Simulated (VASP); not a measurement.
Wanted: the native input for a VASP 6.6.1 run.

```yaml
Task: single point
Functional: r2SCAN
Dispersion: rVV10
Potentials_or_basis: VASP PAW PBE potentials, release 64 (Na_pv, H)
Cutoff: 520 eV
k_mesh: 10 × 10 × 10
Occupations: fermi-dirac, width 0.03 eV
Spin: no spin polarisation
Dipole_correction: no
Further_INCAR_settings: ALGO = Normal; EDIFF = 1e-06; NBANDS = 16
```

The system is NaH.

```
Na H
1.0
    -1.63670    1.63670    6.62986
     1.63670   -1.63670    6.62986
     1.63670    1.63670   -6.62986
Na H
2 2
Direct
  0.84100 0.84100 0.00000
  0.15900 0.15900 0.00000
  0.65849 0.65849 0.00000
  0.34151 0.34151 0.00000
```

These files were run (other wordings do the same):

POSCAR

```
NaH
1.0
   -1.6366970912      1.6366970912      6.6298605656
    1.6366970912     -1.6366970912      6.6298605656
    1.6366970912      1.6366970912     -6.6298605656
Na H
2 2
Direct
    0.8410003031      0.8410003031      0.0000000000
    0.1589996969      0.1589996969      0.0000000000
    0.6584897139      0.6584897139      0.0000000000
    0.3415102861      0.3415102861      0.0000000000
```

INCAR.step1

```
SYSTEM = NaH
PREC = Accurate ; ENCUT = 520
ISMEAR = -1 ; SIGMA = 0.03
LREAL = .False. ; LASPH = .True.
NELM = 60 ; NBANDS = 16
GGA = PE ; ALGO = Normal
EDIFF = 1E-4 ; LWAVE = .True.
LCHARG = .False.
```

INCAR.step2

```
SYSTEM = NaH
PREC = Accurate ; ENCUT = 520
EDIFF = 1E-6 ; ISMEAR = -1
SIGMA = 0.03 ; LREAL = .False.
LASPH = .True. ; NELM = 60
ALGO = Normal ; ISIF = 2
LWAVE = .False. ; LCHARG = .False.
METAGGA = R2SCAN ; LMIXTAU = .True.
LUSE_VDW = .True. ; IVDW_NL = 2
BPARAM = 11.95 ; CPARAM = 0.0093
NBANDS = 16 ; ISTART = 1
```

KPOINTS

```
Automatic mesh
0
Gamma
  10 10 10
  0 0 0
```

Potentials or basis: VASP PAW PBE potentials, release 64 (Na_pv, H).

Run with:

```bash
$ cat potpaw_PBE.64/Na_pv/POTCAR potpaw_PBE.64/H/POTCAR > POTCAR
$ cp INCAR.step1 INCAR
$ mpirun -np 1 vasp_std > vasp.out
$ cp INCAR.step2 INCAR
$ mpirun -np 1 vasp_std > vasp.out
```

Results of the run:

The pressure is -0.2 GPa and the largest force is 0.005 eV/Å. The band gap on the k mesh is 2.79 eV (least direct gap 4.18 eV).

Caveat: the PAW data sets were made with another functional, which shifts forces and pressure a little.

Run time: 14 min on 1 thread of Intel(R) Xeon(R) 6975P-C (Granite Rapids) (shared host), peak memory 1 GiB.
